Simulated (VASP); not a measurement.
Write the native input for VASP 6.6.1 that does the following.

* Task: single point
* Functional: PBEsol
* Potentials or basis: VASP PAW PBE potentials, release 64 (Al, Ni)
* Cutoff: 520 eV
* k mesh: 14 × 14 × 14
* Occupations: gaussian, width 0.15 eV
* Spin: no spin polarisation
* Dipole correction: no
* Further INCAR settings: ALGO = Fast; EDIFF = 1e-07; NBANDS = 24

The structure of AlNi3 lies in POSCAR:

```
AlNi3
1.0
    0.0000000000      2.7984078565      2.7984078565
    2.7984078565      0.0000000000      2.7984078565
    2.7984078565      2.7984078565      0.0000000000
Al Ni
1 3
Direct
    0.5000000000      0.5000000000      0.5000000000
    0.2500000000      0.2500000000      0.2500000000
    0.0000000000      0.0000000000      0.0000000000
    0.7500000000      0.7500000000      0.7500000000
```

The input as run:

INCAR

```
SYSTEM = AlNi3
PREC     = Accurate       ! precision mode
ENCUT    = 520            ! plane-wave cutoff, eV
EDIFF    = 1E-7           ! SCF threshold, eV
ISMEAR   = 0              ! smearing method
SIGMA    = 0.15           ! smearing width, eV
LREAL    = .False.        ! projectors in reciprocal space
LASPH    = .True.         ! aspherical terms in the spheres
NELM     = 80             ! most SCF steps
ALGO     = Fast           ! electronic algorithm
ISIF     = 2              ! what is computed and relaxed
LWAVE    = .False.        ! write WAVECAR
LCHARG   = .True.         ! write CHGCAR
GGA      = PS             ! functional
LELF     = .True.         ! ELF
LVHAR    = .True.       
NBANDS   = 24             ! bands
```

KPOINTS

```
regular mesh
0
Gamma
  14 14 14
  0 0 0
```

Potentials or basis: VASP PAW PBE potentials, release 64 (Al, Ni).

The run is started by

```sh
$ cat potpaw_PBE.64/Al/POTCAR potpaw_PBE.64/Ni/POTCAR > POTCAR
$ mpirun -np 1 vasp_std > vasp.out
```

It gave:

The pressure is 0.1 GPa.

Caveat: the PAW data sets were made with another functional, which shifts forces and pressure a little.

Wall time 2.4 min on 1 thread of Intel(R) Xeon(R) 6975P-C (Granite Rapids), on a shared host, peak memory 0.22 GiB.
